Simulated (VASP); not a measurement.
Set up this calculation in VASP 6.6.1, as the native input.

- Task: single point
- Functional: PBE
- Potentials or basis: VASP PAW PBE potentials, release 64 (Sn_d, Te)
- Cutoff: 520 eV
- k mesh: 2 × 2 × 2
- Occupations: fermi-dirac, width 0.051704 eV
- Spin: no spin polarisation
- Dipole correction: no
- Further INCAR settings: ALGO = Normal; EDIFF = 1e-07; NBANDS = 32

The structure of Sn3Te lies in POSCAR:

```
Sn3Te
1.0
    4.8656220000      0.0000000000      0.0000000000
    0.0000000000      4.8656220000      0.0000000000
    0.0000000000      0.0000000000      4.8656220000
Sn Te
3 1
Direct
    0.5000000000      0.5000000000      0.0000000000
    0.5000000000      0.0000000000      0.5000000000
    0.0000000000      0.5000000000      0.5000000000
    0.0000000000      0.0000000000      0.0000000000
```

The input as run:

INCAR

```
ALGO = Normal
EDIFF = 1E-7
ENCUT = 520
GGA = PE
ISIF = 2
ISMEAR = -1
LASPH = True
LCHARG = True
LELF = True
LREAL = False
LVHAR = True
LWAVE = False
NBANDS = 32
NELM = 100
PREC = Accurate
SIGMA = 0.051703999572871064
```

KPOINTS

```
k-points
0
Gamma
  2 2 2
```

Potentials or basis: VASP PAW PBE potentials, release 64 (Sn_d, Te).

Command:

```bash
$ cat potpaw_PBE.64/Sn_d/POTCAR potpaw_PBE.64/Te/POTCAR > POTCAR
$ mpirun -np 1 vasp_std > vasp.out
```

It gave:

* Pressure: -1.0 GPa
* Band gap on the k mesh: zero (band 24 reaches 10.50 eV, above the bottom of band 25 at 7.31 eV)

Caveat: the k points lie up to 0.65 Å⁻¹ apart; spin-orbit coupling is left out, which moves the levels of the heavy elements.

Run time: 19 s on 1 thread of AMD EPYC 7R13 Processor (Zen 3), on a shared host, peak memory 0.17 GiB.
